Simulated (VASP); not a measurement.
MgS: single point with PBE-based screened hybrid with 25 % exact exchange

The system is MgS.

```xyz
2
Lattice="3.6109 0.0000 0.0000 -1.8054 3.1271 0.0000 0.0000 0.0000 3.3053" Properties=species:S:1:pos:R:3 pbc="T T T"
Mg    0.0000    0.0000    1.6526
S     1.8055    1.0424    0.0000
```

```yaml
Program: VASP 6.6.1
Task: single point
Functional: PBE-based screened hybrid with 25 % exact exchange
Potentials_or_basis: VASP PAW PBE potentials, release 64 (Mg, S)
Cutoff: 520 eV
k_mesh: 5 × 5 × 4
Occupations: fermi-dirac, width 0.05 eV
Spin: no spin polarisation
```

```json
{
 "Pressure": "-1.4 GPa",
 "Band gap on the k mesh": "2.23 eV (least direct gap 3.15 eV)"
}
```

Stress tensor (GPa, compression positive):
```
-1.41  0.00  0.00
 0.00 -1.41  0.00
 0.00  0.00 -1.31
```

Levels at points of the mesh, in eV from the valence-band top:
```tsv
k point	band 1	band 2	band 3	band 4	band 5	band 6	band 7	band 8	band 9
(0.00, 0.00, 0.00)	-14.27	-0.83	-0.83	-0.79	2.82	6.19	7.94	7.94	12.09
(0.00, 0.00, 0.50)	-13.08	-6.11	-0.05	-0.05	6.26	7.93	9.24	9.24	9.96
```

Wall time 9.2 min on 1 thread of Intel(R) Xeon(R) Platinum 8259CL CPU @ 2.50GHz (Skylake/Cascade Lake) (shared host), peak memory 0.27 GiB.

Caveat: the k points lie up to 0.48 Å⁻¹ apart; the PAW data sets were made with another functional, which shifts forces and pressure a little; an odd mesh through Γ misses points on the zone boundary, where band edges can lie.
